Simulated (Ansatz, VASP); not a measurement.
Two plane-wave programs on MoS

File POSCAR:

```
MoS
1.0
    0.0000000000      2.6596822410      2.6596822410
    2.6596822410      0.0000000000      2.6596822410
    2.6596822410      2.6596822410      0.0000000000
Mo S
1 1
Direct
    0.0000000000      0.0000000000      0.0000000000
    0.2500000000      0.2500000000      0.2500000000
```

File INCAR.step1:

```
ALGO     = Normal         # electronic algorithm
EDIFF    = 1E-4           # SCF threshold, eV
ENCUT    = 520            # plane-wave cutoff, eV
GGA      = PE             # functional
ISMEAR   = 0              # smearing method
ISPIN    = 2              # spin polarisation
LASPH    = True           # aspherical terms in the spheres
LCHARG   = False          # write CHGCAR
LMAXMIX  = 4              # l up to which the mixer works
LREAL    = False          # projectors in reciprocal space
LWAVE    = True           # write WAVECAR
MAGMOM   = 0.9 0          # initial moments
NBANDS   = 21             # bands
NELM     = 150            # most SCF steps
PREC     = Accurate       # precision mode
SIGMA    = 0.05           # smearing width, eV
```

Contents of INCAR.step2:

```
ALGO     = Normal         # electronic algorithm
EDIFF    = 1E-7           # SCF threshold, eV
ENCUT    = 520            # plane-wave cutoff, eV
ISIF     = 2              # what is computed and relaxed
ISMEAR   = 0              # smearing method
ISPIN    = 2              # spin polarisation
ISTART   = 1            
LASPH    = True           # aspherical terms in the spheres
LCHARG   = False          # write CHGCAR
LMAXMIX  = 4              # l up to which the mixer works
LMIXTAU  = True         
LORBIT   = 11             # projections on sites
LREAL    = False          # projectors in reciprocal space
LWAVE    = False          # write WAVECAR
MAGMOM   = 0.9 0          # initial moments
METAGGA  = R2SCAN         # meta-GGA
NBANDS   = 21             # bands
NELM     = 150            # most SCF steps
PREC     = Accurate       # precision mode
SIGMA    = 0.05           # smearing width, eV
```

The input KPOINTS:

```
k-points
0
Gamma
  12 12 12
```

Input for Ansatz:

```yaml
crystal:
  lattice:
    - [0.0, 2.659682241, 2.659682241]
    - [2.659682241, 0.0, 2.659682241]
    - [2.659682241, 2.659682241, 0.0]
  atoms:
    - { symbol: Mo, position: [0.0, 0.0, 0.0], spin: 0.9 }
    - { symbol: S, position: [0.25, 0.25, 0.25] }
basis:
  ecutwfc: 500
  ecutrho_ratio: 4
kpoints:
  mp_grid: { grid: [12, 12, 12] }
hamiltonian:
  xc: r2scan
scf:
  occupations: { method: gaussian, width: 0.05 }
output:
  forces: true
  stress: true
  eigenvalues: true
  populations: true
magnetization:
  spin_polarized: true
```

Alike in both runs: task single point; functional r2SCAN; k mesh 12 × 12 × 12; occupations gaussian, width 0.05 eV; collinear spin.

```csv
,VASP,Ansatz
version,VASP 6.6.1,Ansatz 0.2.0
potentials or method,"VASP PAW PBE potentials, release 64 (Mo_sv, S), cutoff 520 eV","scalar-relativistic, plane waves, PAW"
valence electrons in the cell,20,20
```

```csv
,VASP,Ansatz,Ansatz less VASP
gap on the k mesh at the Fermi level (eV),none,none,-
pressure (GPa),-0.5,3.0,+3.49
net moment per atom (μB),0.01,0.61,+0.604
size of the moment on the site where the two differ most (μB),0.02,0.80,+0.784
```

The net moments are unlike, so the other rows may belong to different states. VASP's potentials were made for PBE, not for r2SCAN. Site moments also hang on the region over which each program counts them. A gap of «none» marks a metal or a gap that the smearing closes. Ansatz's warnings: stability check not made.
